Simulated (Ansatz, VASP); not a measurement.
**GaSe: VASP beside Ansatz**

```
Ga Se
1.0
     3.75257    0.00000    0.00000
    -1.87629    3.24982    0.00000
     0.00000    0.00000   16.16383
Ga Se
4 4
Direct
  0.33333 0.66667 0.17472
  0.66667 0.33333 0.67472
  0.33333 0.66667 0.32528
  0.66667 0.33333 0.82528
  0.33333 0.66667 0.60244
  0.66667 0.33333 0.10244
  0.33333 0.66667 0.89756
  0.66667 0.33333 0.39756
```

Alike in both runs: task relaxation of cell and atoms; functional PBEsol; k mesh 12 × 12 × 2; occupations gaussian, width 0.02 eV; no spin polarisation.

```csv
,VASP,Ansatz
version,VASP 6.6.1,Ansatz 0.2.0
potentials or method,"VASP PAW PBE potentials, release 64 (Ga_d, Se), cutoff 500 eV","scalar-relativistic, plane waves, PAW"
valence electrons in the cell,76,116
```

```tsv
	VASP	Ansatz	Ansatz less VASP
gap on the k mesh at the Fermi level, each at its own relaxed structure (eV)	1.02	1.06	+0.037
relaxed volume (Å³/atom)	24.81	24.88	+0.069
relaxed length of the cell vector where the two differ most in proportion (Å)	16.326	16.384	+0.0582
```

VASP's potentials were made for PBE, not for PBEsol. VASP's potentials hold 76 valence electrons a cell and Ansatz's 116, so a difference there can come from the potentials and not from the codes.
